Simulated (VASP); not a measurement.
# Pd (P6_3/mmc) in VASP: further runs

Pd is run at these levels: PBE, PBEsol+D3(BJ), PBE+D3(BJ), PBE+D4; tasks: single point.

Program: VASP 6.6.1. These are calculated values, not measurements. Logs are shortened: lines on timing, memory, paths and dates and some standing lists are left out, and cuts for length are marked.

### Step 1. The cell of the first run

It takes space group P6_3/mmc (No. 194, hexagonal). The conventional cell has a = 2.784 Å, b = 2.784 Å, c = 4.629 Å, α = 90.00°, β = 90.00°, γ = 120.00°. Within 3.7 Å of Pd (site symmetry -6m2) lie 12 Pd at 2.78 to 2.82 Å.

### Step 2. Single point, PBE

File INCAR:

```
ALGO = Normal
EDIFF = 1E-6
ENCUT = 520
GGA = PE
ISIF = 2
ISMEAR = -1
LASPH = T
LCHARG = T
LELF = T
LREAL = F
LVHAR = T
LWAVE = F
NBANDS = 17
NELM = 80
PREC = Accurate
SIGMA = 0.05
```

File KPOINTS:

```
k-points
0
Gamma
  11 11 6
```

File POSCAR:

```
Pd
1.0
    2.7836650458      0.0000000000      0.0000000000
   -1.3918325229      2.4107246453      0.0000000000
    0.0000000000      0.0000000000      4.6288930000
Pd
2
Direct
    0.3333333333      0.6666666667      0.2500000000
    0.6666666667      0.3333333333      0.7500000000
```

Potentials or basis: VASP PAW PBE potentials, release 64 (Pd).

The run is started by

```bash
$ cat potpaw_PBE.64/Pd/POTCAR > POTCAR
$ mpirun -np 1 vasp_std > vasp.out
```

OUTCAR:

```text
EDIFF = 1E-6
   ENCUT = 520
   GGA = PE
   ISIF = 2
   ISMEAR = -1
   LASPH = T
   LREAL = F
   NELM = 80
   PREC = Accurate

 ion  position               nearest neighbor table
   1  0.333  0.667  0.250-   2 2.82   2 2.82   2 2.82   2 2.82   2 2.82   2 2.82
   2  0.667  0.333  0.750-   1 2.82   1 2.82   1 2.82   1 2.82   1 2.82   1 2.82

  LATTYP: Found a hexagonal cell.
 ALAT       =     2.7836650458
 C/A-ratio  =     1.6628771507

  Lattice vectors:

 A1 = (   2.7836650458,   0.0000000000,   0.0000000000)
 A2 = (  -1.3918325229,   2.4107246453,   0.0000000000)
 A3 = (   0.0000000000,   0.0000000000,   4.6288930000)

Analysis of symmetry for initial positions (statically):
=====================================================================
 Subroutine PRICEL returns:
 Original cell was already a primitive cell.

 Routine SETGRP: Setting up the symmetry group for a
 hexagonal supercell.

 Subroutine GETGRP returns: Found 24 space group operations
 (whereof 12 operations were pure point group operations)
 out of a pool of 24 trial point group operations.

The static configuration has the point symmetry D_3d.
 The point group associated with its full space group is D_6h.

Analysis of symmetry for dynamics (positions and initial velocities):
=====================================================================
 Subroutine PRICEL returns:
 Original cell was already a primitive cell.

 Routine SETGRP: Setting up the symmetry group for a
 hexagonal supercell.

 Subroutine GETGRP returns: Found 24 space group operations
 (whereof 12 operations were pure point group operations)
 out of a pool of 24 trial point group operations.

The dynamic configuration has the point symmetry D_3d.
 The point group associated with its full space group is D_6h.

 Subroutine INISYM returns: Found 24 space group operations
 (whereof 12 operations are pure point group operations),
 and found     1 'primitive' translations

----------------------------------------------------------------------------------------

                                     Primitive cell

  volume of cell :      31.0629

  direct lattice vectors                    reciprocal lattice vectors
     2.783665046  0.000000000  0.000000000     0.359238624  0.207406516  0.000000000
    -1.391832523  2.410724645  0.000000000     0.000000000  0.414813032  0.000000000
     0.000000000  0.000000000  4.628893000     0.000000000  0.000000000  0.216034374

  length of vectors
     2.783665046  2.783665046  4.628893000     0.414813032  0.414813032  0.216034374

  position of ions in fractional coordinates (direct lattice)
     0.333333333  0.666666667  0.250000000
     0.666666667  0.333333333  0.750000000

  ion indices of the primitive-cell ions
   primitive index   ion index
                 1           1
                 2           2

----------------------------------------------------------------------------------------

 KPOINTS: k-points

Automatic generation of k-mesh.
 Grid dimensions read from file:
 generate k-points for:   11   11    6

 Generating k-lattice:

  Cartesian coordinates                     Fractional coordinates (reciprocal lattice)
     0.032658057  0.018855138  0.000000000     0.090909091  0.000000000  0.000000000
     0.000000000  0.037710276  0.000000000     0.000000000  0.090909091  0.000000000
     0.000000000  0.000000000  0.036005729     0.000000000  0.000000000  0.166666667

  Length of vectors
     0.037710276  0.037710276  0.036005729

  Shift w.r.t. Gamma in fractional coordinates (k-lattice)
     0.000000000  0.000000000  0.000000000

 Subroutine IBZKPT returns following result:
 ===========================================

 Found     64 irreducible k-points:

 Following reciprocal coordinates:
            Coordinates               Weight
  0.000000  0.000000  0.000000      1.000000
  0.090909  0.000000  0.000000      6.000000
  0.181818  0.000000  0.000000      6.000000
  0.272727  0.000000  0.000000      6.000000
  0.363636  0.000000  0.000000      6.000000
  0.454545  0.000000  0.000000      6.000000
[... 16 lines left out ...]
  0.090909  0.090909  0.166667     12.000000
  0.181818  0.090909  0.166667     24.000000
 [... further k-points ...]
   k-points           NKPTS =     64   k-points in BZ     NKDIM =     64   number of bands    NBANDS=     17
   number of dos      NEDOS =    301   number of ions     NIONS =      2
   total plane-waves  NPLWV =  20736
   dimension x,y,z NGX =    24 NGY =   24 NGZ =   36
   dimension x,y,z NGXF=    48 NGYF=   48 NGZF=   72
   ions per type =               2
   NGX,Y,Z   is equivalent  to a cutoff of  14.33, 14.33, 12.93 a.u.
   NGXF,Y,Z  is equivalent  to a cutoff of  28.67, 28.67, 25.86 a.u.
 SYSTEM =  unknown system
   PREC   = accura    normal or accurate (medium, high low for compatibility)
   ISTART =      0    job   : 0-new  1-cont  2-samecut
   ICHARG =      2    charge: 1-file 2-atom 10-const
   ISPIN  =      1    spin polarized calculation?
   LNONCOLLINEAR =      F non collinear calculations
   LSORBIT =      F    spin-orbit coupling
   LASPH  =      T    aspherical Exc in radial PAW
   ENCUT  =  520.0 eV  38.22 Ry    6.18 a.u.   5.18  5.18  8.61*2*pi/ulx,y,z
   NELM   =     80;   NELMIN=  2; NELMDL= -5     # of ELM steps
   EDIFF  = 0.1E-05   stopping-criterion for ELM
   LREAL  =      F    real-space projection
   EDIFFG = 0.1E-04   stopping-criterion for IOM
   NSW    =      0    number of steps for IOM
   IBRION =     -1    ionic relax: 0-MD 1-quasi-New 2-CG
   NFREE  =      0    steps in history (QN), initial steepest desc. (CG)
   ISIF   =      2    stress and relaxation
   ISYM   =      2    0-nonsym 1-usesym 2-fastsym
   POTIM  = 0.5000    time-step for ionic-motion
   TEBEG  =    0.0;   TEEND  =   0.0 temperature during run
   PSTRESS=    0.0 pullay stress
   NELECT =      20.0000    total number of electrons
   NUPDOWN=      -1.0000    fix difference up-down
   EMIN   =  10.00;   EMAX   =-10.00  energy-range for DOS
   EFERMI =   0.00;   METHOD = LEGACY
   ISMEAR =    -1;   SIGMA  =   0.05  broadening in eV -4-tet -1-fermi 0-gaus
   EFERMI_NEDOS =   21; number of points for ismear=-14 and -15
   IALGO  =     38    algorithm
   IMIX   =      4    mixing-type and parameters
     AMIX     =   0.40;   BMIX     =  1.00
     AMIX_MAG =   1.60;   BMIX_MAG =  1.00
  volume/ion in A,a.u.               =      15.53       104.81
  Fermi-wavevector in a.u.,A,eV,Ry     =   1.413636  2.671385 27.189429  1.998367
  Thomas-Fermi vector in A             =   2.535261
   LORBIT       =      0    0 simple, 1 ext, 2 COOP (PROOUT), +10 PAW based schemes
   GGA     = PE    functional components
   LHFCALC =     F    Hartree Fock is set to
   AEXX    =    0.0000 exact exchange contribution
   IVDW    =     0    specifies the selected vdW correction
   LEPSILON=     F    determine dielectric tensor
   LRPA    =     F    only Hartree local field effects (RPA)
 non-spin polarized calculation
  energy-cutoff  :      520.00
  volume of cell :       31.06
 maximum number of plane-waves:       849
 NGX is ok and might be reduce to    24
   NGX = 11   NGY = 11   NGZ = 17

 number of electron      20.0000008 magnetization

 Free energy of the ion-electron system (eV)
  ---------------------------------------------------
  ext. energy  EPLUGINS =         0.00000000
  ---------------------------------------------------
  free energy    TOTEN  =       -10.37721865 eV

  energy without entropy =      -10.32907588  energy(sigma->0) =      -10.35314727

 E-fermi :   8.9449     XC(G=0): -12.8637

 val. band max:        8.9403177248   @ k =   0.0000   0.0000   0.1667
 cond. band min:       8.9457166259   @ k =   0.3636   0.0000   0.0000
 fundamental gap:      0.0053989012
 Fermi energy:         8.9448920979

 k-point     1 :       0.0000    0.0000    0.0000
  band No.  band energies     occupation
      1       2.1886      2.00000
      2       4.0197      2.00000
      3       6.2306      2.00000
      4       6.4112      2.00000
      5       6.4112      2.00000
      6       6.7377      2.00000
[... 9 lines left out ...]
     16      28.3882      0.00000
     17      30.6933      0.00000

 k-point     2 :       0.0909    0.0000    0.0000
  band No.  band energies     occupation
      1       2.4457      2.00000
      2       4.1985      2.00000
      3       6.0782      2.00000
      4       6.5323      2.00000
      5       6.5792      2.00000
      6       6.6704      2.00000
[... 9 lines left out ...]
     16      27.8967      0.00000
     17      29.1444      0.00000

 k-point     3 :       0.1818    0.0000    0.0000
  band No.  band energies     occupation
      1       3.1499      2.00000
      2       4.5867      2.00000
      3       5.8462      2.00000
      4       6.3923      2.00000
      5       6.4257      2.00000
      6       6.9746      2.00000
[... 9 lines left out ...]
     16      27.6583      0.00000
     17      28.1655      0.00000

 k-point     4 :       0.2727    0.0000    0.0000
  band No.  band energies     occupation
      1       3.9985      2.00000
      2       4.6646      2.00000
      3       5.5490      2.00000
      4       6.0138      2.00000
      5       6.3986      2.00000
      6       6.7667      2.00000
[... 9 lines left out ...]
     16      26.0580      0.00000
     17      27.4736      0.00000
[... 343 lines left out ...]
      1       4.1588      2.00000
      2       4.2478      2.00000
      3       5.0881      2.00000
      4       5.8620      2.00000
      5       6.5560      2.00000
      6       7.0266      2.00000
[... 9 lines left out ...]
     16      22.6675      0.00000
     17      23.7182      0.00000

 k-point    23 :       0.0909    0.0909    0.1667
  band No.  band energies     occupation
      1       3.1398      2.00000
      2       4.5694      2.00000
      3       5.8906      2.00000
      4       6.2636      2.00000
      5       6.4070      2.00000
      6       6.7613      2.00000
[... 9 lines left out ...]
     16      27.7009      0.00000
     17      27.9320      0.00000

 k-point    24 :       0.1818    0.0909    0.1667
  band No.  band energies     occupation
      1       3.9033      2.00000
      2       4.9231      2.00000
      3       5.6380      2.00000
      4       5.8175      2.00000
      5       6.2665      2.00000
      6       6.7059      2.00000
[... 9 lines left out ...]
     16      26.3040      0.00000
     17      27.6079      0.00000

 [... further k-points ...]
[... 5 lines left out ...]
  --------------------------------------------------------------------------------------
  -------------------------------------------------------------------------------------
  Total       -0.3311783     -0.3311783     -0.2826646      0.0000000      0.0000000      0.0000000
  in kB      -17.0816879    -17.0816879    -14.5794204      0.0000000      0.0000000      0.0000000
  external PRESSURE =     -16.2475987 kB  Pullay stress =       0.0000000 kB

 VOLUME and BASIS-vectors are now :
 -----------------------------------------------------------------------------
  energy-cutoff  :      520.00
  volume of cell :       31.06
      direct lattice vectors                 reciprocal lattice vectors
     2.783665046  0.000000000  0.000000000     0.359238624  0.207406516  0.000000000
    -1.391832523  2.410724645  0.000000000     0.000000000  0.414813032  0.000000000
     0.000000000  0.000000000  4.628893000     0.000000000  0.000000000  0.216034374

 POSITION                                       TOTAL-FORCE (eV/Angst)
 -----------------------------------------------------------------------------------
     -0.00000      1.60715      1.15722        -0.000000      0.000000      0.000000
      1.39183      0.80357      3.47167         0.000000     -0.000000      0.000000
 -----------------------------------------------------------------------------------
    total drift:                               -0.000000      0.000000     -0.000000

  FREE ENERGIE OF THE ION-ELECTRON SYSTEM (eV)
  ---------------------------------------------------
  free  energy   TOTEN  =       -10.3772186533 eV

  energy  without entropy=      -10.3290758821  energy(sigma->0) =      -10.35314727
```

Wall time 11 s (1 thread of Intel Xeon 6975P-C (Granite Rapids), shared host); peak memory 0.17 GiB.

Results:

- Free energy: -10.3772 eV
- Pressure: -1.6 GPa
- Band gap on the k mesh: zero (band 10 reaches 9.07 eV, above the bottom of band 11 at 8.28 eV)

(Continued in part 2 of 2.)
